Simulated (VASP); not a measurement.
# Li (Fd-3m) in VASP: notebook, part 2 of 2

VASP 6.6.1.

## (4) Single point, revPBE (volume scaled by 0.96)

INCAR reads:

```
PREC     = Accurate       # precision mode
ENCUT    = 520            # plane-wave cutoff, eV
EDIFF    = 1E-6           # SCF threshold, eV
ISMEAR   = -1             # smearing method
SIGMA    = 0.1            # smearing width, eV
LREAL    = False          # projectors in reciprocal space
LASPH    = True           # aspherical terms in the spheres
NELM     = 80             # most SCF steps
ALGO     = Normal         # electronic algorithm
ISIF     = 2              # what is computed and relaxed
LWAVE    = False          # write WAVECAR
LCHARG   = False          # write CHGCAR
GGA      = RE             # functional
NBANDS   = 10             # bands
```

KPOINTS reads:

```
regular mesh
0
Gamma
  10 10 10
```

POSCAR reads:

```
Li
1.0
    0.0000000000      2.9685538895      2.9685538895
    2.9685538895      0.0000000000      2.9685538895
    2.9685538895      2.9685538895      0.0000000000
Li
2
Direct
    0.1250000000      0.1250000000      0.1250000000
    0.8750000000      0.8750000000      0.8750000000
```

Potentials or basis: VASP PAW PBE potentials, release 64 (Li_sv).

Command:

```sh
$ cat potpaw_PBE.64/Li_sv/POTCAR > POTCAR
$ mpirun -np 1 vasp_std > vasp.out
```

OUTCAR:

```text
PREC = Accurate
   ENCUT = 520
   EDIFF = 1E-6
   ISMEAR = -1
   LREAL = False
   LASPH = True
   NELM = 80
   ISIF = 2
   GGA = RE

 ion  position               nearest neighbor table
   1  0.125  0.125  0.125-   2 2.57   2 2.57   2 2.57   2 2.57
   2  0.875  0.875  0.875-   1 2.57   1 2.57   1 2.57   1 2.57

  LATTYP: Found a face centered cubic cell.
 ALAT       =     5.9371077790

  Lattice vectors:

 A1 = (   0.0000000000,   2.9685538895,   2.9685538895)
 A2 = (   2.9685538895,   0.0000000000,   2.9685538895)
 A3 = (   2.9685538895,   2.9685538895,   0.0000000000)

Analysis of symmetry for initial positions (statically):
=====================================================================
 Subroutine PRICEL returns:
 Original cell was already a primitive cell.

 Routine SETGRP: Setting up the symmetry group for a
 face centered cubic supercell.

 Subroutine GETGRP returns: Found 48 space group operations
 (whereof 12 operations were pure point group operations)
 out of a pool of 48 trial point group operations.

The static configuration has the point symmetry D_3d.
 The point group associated with its full space group is O_h .

Analysis of symmetry for dynamics (positions and initial velocities):
=====================================================================
 Subroutine PRICEL returns:
 Original cell was already a primitive cell.

 Routine SETGRP: Setting up the symmetry group for a
 face centered cubic supercell.

 Subroutine GETGRP returns: Found 48 space group operations
 (whereof 12 operations were pure point group operations)
 out of a pool of 48 trial point group operations.

The dynamic configuration has the point symmetry D_3d.
 The point group associated with its full space group is O_h .

 Subroutine INISYM returns: Found 48 space group operations
 (whereof 12 operations are pure point group operations),
 and found     1 'primitive' translations

----------------------------------------------------------------------------------------

                                     Primitive cell

  volume of cell :      52.3196

  direct lattice vectors                    reciprocal lattice vectors
     0.000000000  2.968553889  2.968553889    -0.168432179  0.168432179  0.168432179
     2.968553889  0.000000000  2.968553889     0.168432179 -0.168432179  0.168432179
     2.968553889  2.968553889  0.000000000     0.168432179  0.168432179 -0.168432179

  length of vectors
     4.198169171  4.198169171  4.198169171     0.291733092  0.291733092  0.291733092

  position of ions in fractional coordinates (direct lattice)
     0.125000000  0.125000000  0.125000000
     0.875000000  0.875000000  0.875000000

  ion indices of the primitive-cell ions
   primitive index   ion index
                 1           1
                 2           2

----------------------------------------------------------------------------------------

 KPOINTS: regular mesh

Automatic generation of k-mesh.
 Grid dimensions read from file:
 generate k-points for:   10   10   10

 Generating k-lattice:

  Cartesian coordinates                     Fractional coordinates (reciprocal lattice)
    -0.016843218  0.016843218  0.016843218     0.100000000  0.000000000  0.000000000
     0.016843218 -0.016843218  0.016843218     0.000000000  0.100000000  0.000000000
     0.016843218  0.016843218 -0.016843218     0.000000000  0.000000000  0.100000000

  Length of vectors
     0.029173309  0.029173309  0.029173309

  Shift w.r.t. Gamma in fractional coordinates (k-lattice)
     0.000000000  0.000000000  0.000000000

 Subroutine IBZKPT returns following result:
 ===========================================

 Found     47 irreducible k-points:

 Following reciprocal coordinates:
            Coordinates               Weight
  0.000000  0.000000  0.000000      1.000000
  0.100000  0.000000  0.000000      8.000000
  0.200000  0.000000  0.000000      8.000000
  0.300000  0.000000  0.000000      8.000000
  0.400000  0.000000  0.000000      8.000000
  0.500000  0.000000  0.000000      4.000000
[... 16 lines left out ...]
  0.300000  0.300000  0.000000      6.000000
  0.400000  0.300000  0.000000     24.000000
 [... further k-points ...]
   k-points           NKPTS =     47   k-points in BZ     NKDIM =     47   number of bands    NBANDS=     10
   number of dos      NEDOS =    301   number of ions     NIONS =      2
   total plane-waves  NPLWV =  32768
   dimension x,y,z NGX =    32 NGY =   32 NGZ =   32
   dimension x,y,z NGXF=    64 NGYF=   64 NGZF=   64
   ions per type =               2
   NGX,Y,Z   is equivalent  to a cutoff of  12.67, 12.67, 12.67 a.u.
   NGXF,Y,Z  is equivalent  to a cutoff of  25.34, 25.34, 25.34 a.u.
 SYSTEM =  unknown system
   PREC   = accura    normal or accurate (medium, high low for compatibility)
   ISTART =      0    job   : 0-new  1-cont  2-samecut
   ICHARG =      2    charge: 1-file 2-atom 10-const
   ISPIN  =      1    spin polarized calculation?
   LNONCOLLINEAR =      F non collinear calculations
   LSORBIT =      F    spin-orbit coupling
   LASPH  =      T    aspherical Exc in radial PAW
   ENCUT  =  520.0 eV  38.22 Ry    6.18 a.u.   7.81  7.81  7.81*2*pi/ulx,y,z
   NELM   =     80;   NELMIN=  2; NELMDL= -5     # of ELM steps
   EDIFF  = 0.1E-05   stopping-criterion for ELM
   LREAL  =      F    real-space projection
   EDIFFG = 0.1E-04   stopping-criterion for IOM
   NSW    =      0    number of steps for IOM
   IBRION =     -1    ionic relax: 0-MD 1-quasi-New 2-CG
   NFREE  =      0    steps in history (QN), initial steepest desc. (CG)
   ISIF   =      2    stress and relaxation
   ISYM   =      2    0-nonsym 1-usesym 2-fastsym
   POTIM  = 0.5000    time-step for ionic-motion
   TEBEG  =    0.0;   TEEND  =   0.0 temperature during run
   PSTRESS=    0.0 pullay stress
   NELECT =       6.0000    total number of electrons
   NUPDOWN=      -1.0000    fix difference up-down
   EMIN   =  10.00;   EMAX   =-10.00  energy-range for DOS
   EFERMI =   0.00;   METHOD = LEGACY
   ISMEAR =    -1;   SIGMA  =   0.10  broadening in eV -4-tet -1-fermi 0-gaus
   EFERMI_NEDOS =   21; number of points for ismear=-14 and -15
   IALGO  =     38    algorithm
   IMIX   =      4    mixing-type and parameters
     AMIX     =   0.40;   BMIX     =  1.00
     AMIX_MAG =   1.60;   BMIX_MAG =  1.00
  volume/ion in A,a.u.               =      26.16       176.54
  Fermi-wavevector in a.u.,A,eV,Ry     =   0.795372  1.503035  8.607272  0.632617
  Thomas-Fermi vector in A             =   1.901687
   LORBIT       =      0    0 simple, 1 ext, 2 COOP (PROOUT), +10 PAW based schemes
   GGA     = RE    functional components
   LHFCALC =     F    Hartree Fock is set to
   AEXX    =    0.0000 exact exchange contribution
   IVDW    =     0    specifies the selected vdW correction
   LEPSILON=     F    determine dielectric tensor
   LRPA    =     F    only Hartree local field effects (RPA)
 non-spin polarized calculation
  energy-cutoff  :      520.00
  volume of cell :       52.32
 maximum number of plane-waves:      1423
   NGX = 15   NGY = 15   NGZ = 15

 number of electron       6.0000021 magnetization

 Free energy of the ion-electron system (eV)
  ---------------------------------------------------
  ext. energy  EPLUGINS =         0.00000000
  ---------------------------------------------------
  free energy    TOTEN  =        -2.61313978 eV

  energy without entropy =       -2.58601050  energy(sigma->0) =       -2.59957514

 E-fermi :   0.1922     XC(G=0):  -6.3644

 val. band max:        0.0859822406   @ k =  -0.3000   0.4000   0.1000
 cond. band min:       0.1970991251   @ k =  -0.3000   0.4000   0.2000
 fundamental gap:      0.1111168845
 Fermi energy:         0.1922136492

 k-point     1 :       0.0000    0.0000    0.0000
  band No.  band energies     occupation
      1     -47.7585      2.00000
      2     -47.6889      2.00000
      3      -3.1351      2.00000
      4       5.7731      0.00000
      5       5.7732      0.00000
      6       5.7732      0.00000
      7       6.8387      0.00000
      8       6.8388      0.00000
      9       6.8388      0.00000
     10      11.3991      0.00000
[... 287 lines left out ...]
 k-point    24 :       0.4000    0.3000    0.0000
  band No.  band energies     occupation
      1     -47.7389      2.00000
      2     -47.7081      2.00000
      3      -1.4081      2.00000
      4       2.3317      0.00000
      5       2.6559      0.00000
      6       2.8632      0.00000
      7       6.0071      0.00000
      8       6.5692      0.00000
      9      11.1719      0.00000
     10      11.6654      0.00000

 [... further k-points ...]
[... 5 lines left out ...]
  --------------------------------------------------------------------------------------
  -------------------------------------------------------------------------------------
  Total        0.0593677      0.0593677      0.0593677     -0.0000000     -0.0000000     -0.0000000
  in kB        1.8180076      1.8180076      1.8180076     -0.0000000     -0.0000000     -0.0000000
  external PRESSURE =       1.8180076 kB  Pullay stress =       0.0000000 kB

 VOLUME and BASIS-vectors are now :
 -----------------------------------------------------------------------------
  energy-cutoff  :      520.00
  volume of cell :       52.32
      direct lattice vectors                 reciprocal lattice vectors
     0.000000000  2.968553889  2.968553889    -0.168432179  0.168432179  0.168432179
     2.968553889  0.000000000  2.968553889     0.168432179 -0.168432179  0.168432179
     2.968553889  2.968553889  0.000000000     0.168432179  0.168432179 -0.168432179

 POSITION                                       TOTAL-FORCE (eV/Angst)
 -----------------------------------------------------------------------------------
      0.74214      0.74214      0.74214        -0.000000     -0.000000      0.000000
      5.19497      5.19497      5.19497         0.000000      0.000000      0.000000
 -----------------------------------------------------------------------------------
    total drift:                                0.000000      0.000000      0.000000

  FREE ENERGIE OF THE ION-ELECTRON SYSTEM (eV)
  ---------------------------------------------------
  free  energy   TOTEN  =        -2.6131397776 eV

  energy  without entropy=       -2.5860104958  energy(sigma->0) =       -2.59957514
```

Wall time 11 s (1 thread of Intel Xeon Platinum 8259CL at 2.50GHz (Skylake/Cascade Lake), shared host); peak memory 0.16 GiB.

Results:

| Item | Value |
| --- | --- |
| Free energy | -2.6131 eV |
| Band gap on the k mesh | zero (band 3 reaches 0.70 eV, above the bottom of band 4 at -0.14 eV) |

Caveat: the cell differs from its parent crystal (volume scaled by 0.96); the cutoff is under 1.25 times the usual one of these potentials, so pressure, stress and relaxed cells hold a basis-set (Pulay) error; the PAW data sets were made with another functional, which shifts forces and pressure a little.

## (5) Single point, revPBE

This run uses another cell than the first one, of 27.25 Å³/atom, 1.136 times its volume.

INCAR reads:

```
PREC = Accurate
ENCUT = 520
EDIFF = 1E-7
ISMEAR = -1
SIGMA = 0.1
LREAL = F
LASPH = T
NELM = 60
ALGO = Normal
ISIF = 2
LWAVE = F
LCHARG = F
GGA = RE
NBANDS = 10
```

KPOINTS is that of step 4.

POSCAR reads:

```
Li
1.0
    0.0000000000      3.0092240651      3.0092240651
    3.0092240651      0.0000000000      3.0092240651
    3.0092240651      3.0092240651      0.0000000000
Li
2
Direct
    0.1250000000      0.1250000000      0.1250000000
    0.8750000000      0.8750000000      0.8750000000
```

Command:

```sh
$ cat potpaw_PBE.64/Li_sv/POTCAR > POTCAR
$ mpirun -np 1 vasp_std > vasp.out
```

It took 13 s on 1 thread of Intel Xeon Platinum 8259CL at 2.50GHz (Skylake/Cascade Lake), shared host; peak memory 0.17 GiB.

The run converged. Its results:

```
Free energy            : -2.6152 eV
Band gap on the k mesh : zero (band 3 reaches 0.60 eV, above the bottom of band 4 at -0.29 eV)
```

Levels at points of the mesh, in eV from the Fermi level:
```csv
k point,band 1,band 2,band 3,band 4,band 5,band 6
"(0.00, 0.00, 0.00)",-47.95,-47.89,-3.25,5.44,5.44,5.44
"(0.50, 0.00, 0.00)",-47.94,-47.91,-1.13,-0.36,4.12,4.12
"(0.50, 0.50, 0.00)",-47.92,-47.92,0.09,0.09,2.21,2.21
```

Caveat: the cutoff is under 1.25 times the usual one of these potentials, so pressure, stress and relaxed cells hold a basis-set (Pulay) error; the PAW data sets were made with another functional, which shifts forces and pressure a little.

## (6) Overview

| cell | gap on the mesh (eV) |
| --- | --- |
| a = 4.078 Å, angles 60.0°, 2 atoms | none |
| a = 4.139 Å, angles 60.0°, 2 atoms | none |
| a = 4.198 Å, angles 60.0°, 2 atoms | none |
| a = 4.256 Å, angles 60.0°, 2 atoms | none |

Alike in all rows: task single point; level revPBE; potentials or basis VASP PAW PBE potentials, release 64 (Li_sv); no spin polarisation; k mesh 10 × 10 × 10; cutoff (eV) 520; smearing fermi-dirac 0.1 eV.

Caveats: the cutoff is under 1.25 times the usual one of these potentials, so pressure, stress and relaxed cells hold a basis-set (Pulay) error; the PAW data sets were made with another functional, which shifts forces and pressure a little.

Total energies depend on the potentials used, so only differences within one code and one set of settings carry meaning.
